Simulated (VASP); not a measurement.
# Cd (I4/mmm) in VASP: single point with PBE

Aim: the single point of Cd with PBE.

Program: VASP 6.6.1. These are calculated values, not measurements. Logs are shortened: lines on timing, memory, paths and dates and some standing lists are left out, and cuts for length are marked.

**1. The cell of the first run**

Symmetry: I4/mmm, No. 139, tetragonal system. The conventional cell has a = 3.689 Å, b = 3.689 Å, c = 3.546 Å, α = 90.00°, β = 90.00°, γ = 90.00°. Cd (site symmetry 4/mmm) has 14 Cd at 3.15 to 3.69 Å within 4.2 Å.

**2. Single point, PBE (24.13 Å³/atom)**

Contents of INCAR:

```
PREC = Accurate
ENCUT = 520
EDIFF = 1E-6
ISMEAR = 0
SIGMA = 0.15
LREAL = False
LASPH = True
NELM = 80
ALGO = Fast
ISIF = 2
LWAVE = False
LCHARG = True
GGA = PE
LELF = True
LVHAR = True
NBANDS = 12
```

Contents of KPOINTS:

```
Automatic mesh
0
Gamma
  18 18 18
```

Contents of POSCAR:

```
Cd
1.0
    0.0000000000      2.6085391106      1.7730240335
    2.6085391106      0.0000000000      1.7730240335
    2.6085391106      2.6085391106      0.0000000000
Cd
1
Direct
    0.0000000000      0.0000000000      0.0000000000
```

Potentials or basis: VASP PAW PBE potentials, release 64 (Cd).

Run with:

```
cat potpaw_PBE.64/Cd/POTCAR > POTCAR
mpirun -np 1 vasp_std > vasp.out
```

OUTCAR:

```text
PREC = Accurate
   ENCUT = 520
   EDIFF = 1E-6
   ISMEAR = 0
   LREAL = False
   LASPH = True
   NELM = 80
   ISIF = 2
   GGA = PE

 ion  position               nearest neighbor table
   1  0.000  0.000  0.000-

  LATTYP: Found a body centered tetragonal cell.
 ALAT       =     3.6890313882
 C/A-ratio  =     0.9612409584

  Lattice vectors:

 A1 = (   0.0000000000,  -2.6085391106,  -1.7730240335)
 A2 = (   0.0000000000,   2.6085391106,  -1.7730240335)
 A3 = (   2.6085391106,   0.0000000000,   1.7730240335)

Analysis of symmetry for initial positions (statically):
=====================================================================
 Subroutine PRICEL returns:
 Original cell was already a primitive cell.

 Routine SETGRP: Setting up the symmetry group for a
 body centered tetragonal supercell.

 Subroutine GETGRP returns: Found 16 space group operations
 (whereof 16 operations were pure point group operations)
 out of a pool of 16 trial point group operations.

The static configuration has the point symmetry D_4h.

Analysis of symmetry for dynamics (positions and initial velocities):
=====================================================================
 Subroutine PRICEL returns:
 Original cell was already a primitive cell.

 Routine SETGRP: Setting up the symmetry group for a
 body centered tetragonal supercell.

 Subroutine GETGRP returns: Found 16 space group operations
 (whereof 16 operations were pure point group operations)
 out of a pool of 16 trial point group operations.

The dynamic configuration has the point symmetry D_4h.

 Subroutine INISYM returns: Found 16 space group operations
 (whereof 16 operations are pure point group operations),
 and found     1 'primitive' translations

----------------------------------------------------------------------------------------

                                     Primitive cell

  volume of cell :      24.1290

  direct lattice vectors                    reciprocal lattice vectors
     0.000000000  2.608539111  1.773024034    -0.191678169  0.191678169  0.282004074
     2.608539111  0.000000000  1.773024034     0.191678169 -0.191678169  0.282004074
     2.608539111  2.608539111  0.000000000     0.191678169  0.191678169 -0.282004074

  length of vectors
     3.154059371  3.154059371  3.689031388     0.391161525  0.391161525  0.391161525

  position of ions in fractional coordinates (direct lattice)
     0.000000000  0.000000000  0.000000000

  ion indices of the primitive-cell ions
   primitive index   ion index
                 1           1

----------------------------------------------------------------------------------------

 KPOINTS: Automatic mesh

Automatic generation of k-mesh.
 Grid dimensions read from file:
 generate k-points for:   18   18   18

 Generating k-lattice:

  Cartesian coordinates                     Fractional coordinates (reciprocal lattice)
    -0.010648787  0.010648787  0.015666893     0.055555556  0.000000000  0.000000000
     0.010648787 -0.010648787  0.015666893     0.000000000  0.055555556  0.000000000
     0.010648787  0.010648787 -0.015666893     0.000000000  0.000000000  0.055555556

  Length of vectors
     0.021731196  0.021731196  0.021731196

  Shift w.r.t. Gamma in fractional coordinates (k-lattice)
     0.000000000  0.000000000  0.000000000

 Subroutine IBZKPT returns following result:
 ===========================================

 Found    480 irreducible k-points:

 Following reciprocal coordinates:
            Coordinates               Weight
  0.000000  0.000000  0.000000      1.000000
  0.055556  0.000000  0.000000      8.000000
  0.111111  0.000000  0.000000      8.000000
  0.166667  0.000000  0.000000      8.000000
  0.222222  0.000000  0.000000      8.000000
  0.277778  0.000000  0.000000      8.000000
[... 16 lines left out ...]
 -0.277778  0.055556  0.000000      8.000000
 -0.222222  0.055556  0.000000      8.000000
 [... further k-points ...]
   k-points           NKPTS =    480   k-points in BZ     NKDIM =    480   number of bands    NBANDS=     12
   number of dos      NEDOS =    301   number of ions     NIONS =      1
   total plane-waves  NPLWV =  16128
   dimension x,y,z NGX =    24 NGY =   24 NGZ =   28
   dimension x,y,z NGXF=    48 NGYF=   48 NGZF=   56
   ions per type =               1
   NGX,Y,Z   is equivalent  to a cutoff of  12.65, 12.65, 12.62 a.u.
   NGXF,Y,Z  is equivalent  to a cutoff of  25.30, 25.30, 25.24 a.u.
 SYSTEM =  unknown system
   PREC   = accura    normal or accurate (medium, high low for compatibility)
   ISTART =      0    job   : 0-new  1-cont  2-samecut
   ICHARG =      2    charge: 1-file 2-atom 10-const
   ISPIN  =      1    spin polarized calculation?
   LNONCOLLINEAR =      F non collinear calculations
   LSORBIT =      F    spin-orbit coupling
   LASPH  =      T    aspherical Exc in radial PAW
   ENCUT  =  520.0 eV  38.22 Ry    6.18 a.u.   5.86  5.86  6.86*2*pi/ulx,y,z
   NELM   =     80;   NELMIN=  2; NELMDL= -5     # of ELM steps
   EDIFF  = 0.1E-05   stopping-criterion for ELM
   LREAL  =      F    real-space projection
   EDIFFG = 0.1E-04   stopping-criterion for IOM
   NSW    =      0    number of steps for IOM
   IBRION =     -1    ionic relax: 0-MD 1-quasi-New 2-CG
   NFREE  =      0    steps in history (QN), initial steepest desc. (CG)
   ISIF   =      2    stress and relaxation
   ISYM   =      2    0-nonsym 1-usesym 2-fastsym
   POTIM  = 0.5000    time-step for ionic-motion
   TEBEG  =    0.0;   TEEND  =   0.0 temperature during run
   PSTRESS=    0.0 pullay stress
   NELECT =      12.0000    total number of electrons
   NUPDOWN=      -1.0000    fix difference up-down
   EMIN   =  10.00;   EMAX   =-10.00  energy-range for DOS
   EFERMI =   0.00;   METHOD = LEGACY
   ISMEAR =     0;   SIGMA  =   0.15  broadening in eV -4-tet -1-fermi 0-gaus
   EFERMI_NEDOS =   21; number of points for ismear=-14 and -15
   IALGO  =     68    algorithm
   IMIX   =      4    mixing-type and parameters
     AMIX     =   0.40;   BMIX     =  1.00
     AMIX_MAG =   1.60;   BMIX_MAG =  1.00
  volume/ion in A,a.u.               =      24.13       162.83
  Fermi-wavevector in a.u.,A,eV,Ry     =   1.297046  2.451062 22.889476  1.682329
  Thomas-Fermi vector in A             =   2.428464
   LORBIT       =      0    0 simple, 1 ext, 2 COOP (PROOUT), +10 PAW based schemes
   GGA     = PE    functional components
   LHFCALC =     F    Hartree Fock is set to
   AEXX    =    0.0000 exact exchange contribution
   IVDW    =     0    specifies the selected vdW correction
   LEPSILON=     F    determine dielectric tensor
   LRPA    =     F    only Hartree local field effects (RPA)
 non-spin polarized calculation
 RMM-DIIS sequential band-by-band and
 Gauss-broadening in eV      SIGMA  =   0.15
  energy-cutoff  :      520.00
  volume of cell :       24.13
 maximum number of plane-waves:       665
   NGX = 11   NGY = 11   NGZ = 13

 number of electron      12.0000003 magnetization

 Free energy of the ion-electron system (eV)
  ---------------------------------------------------
  ext. energy  EPLUGINS =         0.00000000
  ---------------------------------------------------
  free energy    TOTEN  =        -0.69266966 eV

  energy without entropy =       -0.68855662  energy(sigma->0) =       -0.69061314

 E-fermi :   2.1749     XC(G=0): -10.4649

 val. band max:        2.1577894624   @ k =  -0.3333   0.4444   0.1667
 cond. band min:       2.1749003295   @ k =  -0.3333   0.0556   0.3889
 fundamental gap:      0.0171108672
 Fermi energy:         2.1748824903

 k-point     1 :       0.0000    0.0000    0.0000
  band No.  band energies     occupation
      1      -6.8481      2.00000
      2      -6.7777      2.00000
      3      -6.7777      2.00000
      4      -6.3128      2.00000
      5      -6.2435      2.00000
      6      -5.9161      2.00000
      7      16.6611      0.00000
      8      16.6611      0.00000
      9      17.5271      0.00000
     10      17.5271      0.00000
     11      17.5938      0.00000
     12      17.6682      0.00000

 k-point     2 :       0.0556    0.0000    0.0000
  band No.  band energies     occupation
      1      -6.8427      2.00000
      2      -6.7750      2.00000
      3      -6.7671      2.00000
      4      -6.3128      2.00000
      5      -6.2506      2.00000
      6      -5.8369      2.00000
      7      16.2853      0.00000
      8      16.3302      0.00000
      9      16.3761      0.00000
     10      17.2141      0.00000
     11      17.2741      0.00000
     12      17.6769      0.00000

 k-point     3 :       0.1111    0.0000    0.0000
  band No.  band energies     occupation
      1      -6.8527      2.00000
      2      -6.7753      2.00000
      3      -6.7101      2.00000
      4      -6.3155      2.00000
      5      -6.2674      2.00000
      6      -5.5914      2.00000
      7      14.2215      0.00000
      8      15.4846      0.00000
      9      15.5347      0.00000
     10      16.7036      0.00000
     11      16.7743      0.00000
     12      17.9422      0.00000
[... 286 lines left out ...]
 k-point    23 :      -0.2778    0.0556    0.0000
  band No.  band energies     occupation
      1      -6.9491      2.00000
      2      -6.8871      2.00000
      3      -6.3660      2.00000
      4      -6.3098      2.00000
      5      -6.2877      2.00000
      6      -3.7586      2.00000
      7       8.0179      0.00000
      8      11.9759      0.00000
      9      12.5690      0.00000
     10      16.2113      0.00000
     11      16.2539      0.00000
     12      19.0049      0.00000

 k-point    24 :      -0.2222    0.0556    0.0000
  band No.  band energies     occupation
      1      -6.9039      2.00000
      2      -6.8159      2.00000
      3      -6.4641      2.00000
      4      -6.3799      2.00000
      5      -6.2841      2.00000
      6      -4.5154      2.00000
      7      10.0582      0.00000
      8      12.7757      0.00000
      9      13.2135      0.00000
     10      16.5135      0.00000
     11      16.6365      0.00000
     12      18.3065      0.00000

 [... further k-points ...]

------------------------ aborting loop because EDIFF is reached ----------------------------------------

  FORCE on cell =-STRESS in cart. coord.  units (eV):
  Direction    XX          YY          ZZ          XY          YZ          ZX
  --------------------------------------------------------------------------------------
  -------------------------------------------------------------------------------------
  Total       -0.0758433     -0.0758433     -0.2017901      0.0000000      0.0000000      0.0000000
  in kB       -5.0360336     -5.0360336    -13.3989611      0.0000000      0.0000000      0.0000000
  external PRESSURE =      -7.8236761 kB  Pullay stress =       0.0000000 kB

 VOLUME and BASIS-vectors are now :
 -----------------------------------------------------------------------------
  energy-cutoff  :      520.00
  volume of cell :       24.13
      direct lattice vectors                 reciprocal lattice vectors
     0.000000000  2.608539111  1.773024034    -0.191678169  0.191678169  0.282004074
     2.608539111  0.000000000  1.773024034     0.191678169 -0.191678169  0.282004074
     2.608539111  2.608539111  0.000000000     0.191678169  0.191678169 -0.282004074

 POSITION                                       TOTAL-FORCE (eV/Angst)
 -----------------------------------------------------------------------------------
      0.00000      0.00000      0.00000         0.000000      0.000000      0.000000
 -----------------------------------------------------------------------------------
    total drift:                               -0.000000     -0.000000      0.000000

  FREE ENERGIE OF THE ION-ELECTRON SYSTEM (eV)
  ---------------------------------------------------
  free  energy   TOTEN  =        -0.6926696600 eV

  energy  without entropy=       -0.6885566174  energy(sigma->0) =       -0.69061314
```

Wall time 3.6 min (1 thread of Intel Xeon 8259CL, shared host); peak memory 0.25 GiB.

What came out:

| Item | Value |
| --- | --- |
| Free energy | -0.6927 eV |
| Pressure | -0.8 GPa |
| Band gap on the k mesh | zero (bands 6 and 7 overlap by 4.34 eV) |

Stress tensor (GPa, compression positive):
```
-0.50  0.00  0.00
 0.00 -0.50  0.00
 0.00  0.00 -1.34
```
